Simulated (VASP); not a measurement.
Set up this calculation in VASP 6.6.1, as the native input.

```
Task                   : single point
Functional             : r2SCAN
Potentials or basis    : VASP PAW PBE potentials, release 64 (Cu, Cl)
Cutoff                 : 660 eV
k mesh                 : 12 × 12 × 12
Occupations            : gaussian, width 0.05 eV
Spin                   : no spin polarisation
Dipole correction      : no
Further INCAR settings : ALGO = Normal; EDIFF = 1e-06; NBANDS = 16
```

The system is CuCl.

```
Cu Cl
1.0
     0.00000    2.73933    2.73933
     2.73933    0.00000    2.73933
     2.73933    2.73933    0.00000
Cu Cl
1 1
Direct
  0.00000 0.00000 0.00000
  0.75000 0.75000 0.75000
```

One way to write it, as run:

POSCAR

```
CuCl
1.0
    0.0000000000      2.7393318236      2.7393318236
    2.7393318236      0.0000000000      2.7393318236
    2.7393318236      2.7393318236      0.0000000000
Cu Cl
1 1
Direct
    0.0000000000      0.0000000000      0.0000000000
    0.7500000000      0.7500000000      0.7500000000
```

INCAR.step1

```
PREC     = Accurate       # precision mode
ENCUT    = 660            # plane-wave cutoff, eV
ISMEAR   = 0              # smearing method
SIGMA    = 0.05           # smearing width, eV
LREAL    = F              # projectors in reciprocal space
LASPH    = T              # aspherical terms in the spheres
NELM     = 120            # most SCF steps
NBANDS   = 16             # bands
GGA      = PE             # functional
ALGO     = Normal         # electronic algorithm
EDIFF    = 1E-5           # SCF threshold, eV
LWAVE    = T              # write WAVECAR
LCHARG   = F              # write CHGCAR
GGA_COMPAT= F
```

INCAR.step2

```
PREC     = Accurate       # precision mode
ENCUT    = 660            # plane-wave cutoff, eV
EDIFF    = 1E-6           # SCF threshold, eV
ISMEAR   = 0              # smearing method
SIGMA    = 0.05           # smearing width, eV
LREAL    = F              # projectors in reciprocal space
LASPH    = T              # aspherical terms in the spheres
NELM     = 120            # most SCF steps
ALGO     = Normal         # electronic algorithm
ISIF     = 2              # what is computed and relaxed
LWAVE    = F              # write WAVECAR
LCHARG   = F              # write CHGCAR
METAGGA  = R2SCAN         # meta-GGA
LMIXTAU  = T            
NBANDS   = 16             # bands
ISTART   = 1            
GGA_COMPAT= F
```

KPOINTS

```
regular mesh
0
Gamma
  12 12 12
```

Potentials or basis: VASP PAW PBE potentials, release 64 (Cu, Cl).

Command:

```bash
$ cat potpaw_PBE.64/Cu/POTCAR potpaw_PBE.64/Cl/POTCAR > POTCAR
$ cp INCAR.step1 INCAR
$ mpirun -np 1 vasp_std > vasp.out
$ cp INCAR.step2 INCAR
$ mpirun -np 1 vasp_std > vasp.out
```

It gave:

```json
{"Pressure": "-3.2 GPa", "Band gap on the k mesh": "0.82 eV"}
```

Caveat: the cell stands under tension; the PAW data sets were made with another functional, which shifts forces and pressure a little.

It took 3.5 min on 1 thread of Intel Xeon 8259CL (shared host), peak memory 0.23 GiB.
